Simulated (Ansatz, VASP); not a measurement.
One calculation of NbH2, two programs

Contents of POSCAR:

```
NbH2
1.0
    0.0000000000      2.2269940780      2.2269940780
    2.2269940780      0.0000000000      2.2269940780
    2.2269940780      2.2269940780      0.0000000000
Nb H
1 2
Direct
    0.0000000000      0.0000000000      0.0000000000
    0.2500000000      0.2500000000      0.2500000000
    0.7500000000      0.7500000000      0.7500000000
```

INCAR.step1

```
ALGO = Normal
EDIFF = 1E-4
ENCUT = 520
GGA = PE
ISMEAR = 0
LASPH = T
LCHARG = F
LREAL = F
LWAVE = T
NBANDS = 14
NELM = 60
PREC = Accurate
SIGMA = 0.1
```

INCAR.step2

```
ALGO = Normal
EDIFF = 1E-6
ENCUT = 520
ISIF = 2
ISMEAR = 0
ISTART = 1
LASPH = T
LCHARG = T
LELF = T
LMIXTAU = T
LREAL = F
LVHAR = T
LWAVE = F
METAGGA = R2SCAN
NBANDS = 14
NELM = 60
PREC = Accurate
SIGMA = 0.1
```

File KPOINTS:

```
k-points
0
Gamma
  16 16 16
```

Input for Ansatz:

```yaml
crystal:
  lattice:
    - [0.0, 2.226994078, 2.226994078]
    - [2.226994078, 0.0, 2.226994078]
    - [2.226994078, 2.226994078, 0.0]
  atoms:
    - { symbol: Nb, position: [0.0, 0.0, 0.0] }
    - { symbol: H, position: [0.25, 0.25, 0.25] }
    - { symbol: H, position: [0.75, 0.75, 0.75] }
basis:
  ecutwfc: 500
kpoints:
  mp_grid: { grid: [16, 16, 16] }
hamiltonian:
  xc: r2scan
scf:
  occupations: { method: gaussian, width: 0.1 }
output:
  forces: true
  stress: true
  eigenvalues: true
  write_density: true
  write_potential: true
  elf: true
  volumetric_format: npy
```

Alike in both runs: task single point; functional r2SCAN; k mesh 16 × 16 × 16; occupations gaussian, width 0.1 eV; no spin polarisation.

```csv
,VASP,Ansatz
version,VASP 6.6.1,Ansatz 0.2.0
potentials or method,"VASP PAW PBE potentials, release 64 (Nb_sv, H), cutoff 520 eV","scalar-relativistic, plane waves, PAW"
valence electrons in the cell,15,15
```

|  | VASP | Ansatz | Ansatz less VASP |
| --- | --- | --- | --- |
| gap on the k mesh at the Fermi level (eV) | none | none | - |
| pressure (GPa) | 12.7 | 13.1 | +0.36 |

VASP's potentials were made for PBE, not for r2SCAN. A gap of «none» marks a metal or a gap that the smearing closes. With one functional, cell and mesh, what is left measures potentials, basis and numerics.
